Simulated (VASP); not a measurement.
Input of a VASP 6.6.1 run:

The input INCAR:

```
ALGO = Normal
EDIFF = 1E-6
ENCUT = 520
GGA = PE
ISIF = 2
ISMEAR = 0
LASPH = True
LCHARG = True
LELF = True
LREAL = False
LVHAR = True
LWAVE = False
NBANDS = 41
NELM = 100
PREC = Accurate
SIGMA = 0.1
```

File KPOINTS:

```
k-points
0
Gamma
  4 4 4
```

File POSCAR:

```
AlGa3As4
1.0
    5.5041080800      0.0000000000      0.0000000000
    0.0000000000      5.5041080800      0.0000000000
    0.0000000000      0.0000000000      5.5041080800
Al Ga As
1 3 4
Direct
    0.0000000000      0.0000000000      0.0000000000
    0.0000000000      0.5000000000      0.5000000000
    0.5000000000      0.0000000000      0.5000000000
    0.5000000000      0.5000000000      0.0000000000
    0.7500000000      0.7500000000      0.2500000000
    0.7500000000      0.2500000000      0.7500000000
    0.2500000000      0.7500000000      0.7500000000
    0.2500000000      0.2500000000      0.2500000000
```

Potentials or basis: VASP PAW PBE potentials, release 64 (Al, Ga_d, As).

Command:

```sh
$ cat potpaw_PBE.64/Al/POTCAR potpaw_PBE.64/Ga_d/POTCAR potpaw_PBE.64/As/POTCAR > POTCAR
$ mpirun -np 1 vasp_std > vasp.out
```

(1) Predict the pressure.

(2) What does it give for the band gap on the k mesh?

## Answers

(1) 10.8 GPa.

(2) 1.31 eV (least direct gap 1.33 eV).

Caveat: the cell stands under pressure.
